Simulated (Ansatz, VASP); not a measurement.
# One calculation of Mn2Ni, two programs

```
CELL_PARAMETERS angstrom
0.00000 2.83889 2.83889
2.83889 0.00000 2.83889
2.83889 2.83889 0.00000
ATOMIC_POSITIONS crystal
Mn 0.25000 0.25000 0.25000
Mn 0.75000 0.75000 0.75000
Ni 0.00000 0.00000 0.00000
```

Alike in both runs: functional PBE; k mesh 6 × 6 × 6; occupations gaussian, width 0.1 eV; collinear spin.

Ansatz relaxed the structure, and its values are those at the end. VASP's run is a single point on that final structure, the one shown.

```csv
,VASP,Ansatz
version,VASP 6.6.1,Ansatz 0.2.0
potentials or method,"VASP PAW PBE potentials, release 64 (Mn_pv, Ni), cutoff 520 eV","scalar-relativistic, plane waves, PAW"
valence electrons in the cell,36,48
```

|  | VASP | Ansatz | Ansatz less VASP |
| --- | --- | --- | --- |
| gap on the k mesh at the Fermi level (eV) | none | none | - |
| pressure (GPa) | 0.5 | 0.2 | -0.33 |
| net moment per atom (μB) | 2.68 | 2.68 | -0.008 |
| size of the moment on the site where the two differ most (μB) | 3.57 | 3.46 | -0.108 |

Site moments also hang on the region over which each program counts them. A gap of «none» marks a metal or a gap that the smearing closes. VASP's potentials hold 36 valence electrons a cell and Ansatz's 48, so a difference there can come from the potentials and not from the codes.
